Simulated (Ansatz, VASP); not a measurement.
## Mn: VASP beside Ansatz

Contents of INCAR:

```
SYSTEM = Mn
PREC = Accurate
ENCUT = 520
EDIFF = 1E-7
ISMEAR = -1
SIGMA = 0.05
LREAL = .False.
LASPH = .True.
NELM = 150
ALGO = Normal
ISIF = 2
LWAVE = .False.
LCHARG = .False.
ISPIN = 2
MAGMOM = 3
LORBIT = 11
LMAXMIX = 4
LDIPOL = .True.
IDIPOL = 3
DIPOL = 0.5 0.5 0.500
GGA = PE
NBANDS = 16
```

Contents of KPOINTS:

```
Automatic mesh
0
Gamma
  19 19 1
  0 0 0
```

The input POSCAR:

```
Mn
1.0
    2.4767572053      0.0000000000      0.0000000000
   -1.2383786026      2.1449346588      0.0000000000
    0.0000000000      0.0000000000     16.0000000000
Mn
1
Direct
    0.0000000000      0.0000000000      0.5000000000
```

Input for Ansatz:

```yaml
crystal:
  lattice:
    - [2.4767572053, 0.0, 0.0]
    - [-1.2383786026, 2.1449346588, 0.0]
    - [0.0, 0.0, 16.0]
  atoms:
    - { symbol: Mn, position: [0.0, 0.0, 0.5], spin: 3.0 }
magnetization:
  spin_polarized: true
kpoints:
  mp_grid: { grid: [19, 19, 1] }
scf:
  occupations: { method: fermi_dirac, width: 0.05 }
hamiltonian:
  xc: pbe
  pseudopotentials: { kind: paw }
output:
  forces: true
  stress: true
  eigenvalues: true
  populations: true
efield:
  axis: 3
  amplitude: 0
  dipole_correction: true
```

Alike in both runs: task single point; functional PBE; k mesh 19 × 19 × 1; occupations fermi-dirac, width 0.05 eV; collinear spin.

|  | VASP | Ansatz |
| --- | --- | --- |
| version | VASP 6.6.1 | Ansatz 0.2.0 |
| potentials or method | VASP PAW PBE potentials, release 64 (Mn_pv) | PAW with Ansatz's default frozen-core files, scalar-relativistic |
| plane-wave cutoff (eV) | 520 | 420 |
| valence electrons in the cell | 13 | 15 |

VASP gave:

```
net moment per atom (μB)                                      : 3.46
size of the moment on the site where the two differ most (μB) : 3.11
```

**Question.** What did Ansatz give for the same quantities?

**Answer.** net moment per atom (μB): 3.40; size of the moment on the site where the two differ most (μB): 2.96.

Site moments also hang on the region over which each program counts them. With one functional, cell and mesh, what is left measures potentials, basis and numerics. VASP's potentials hold 13 valence electrons a cell and Ansatz's 15, so a difference there can come from the potentials and not from the codes.
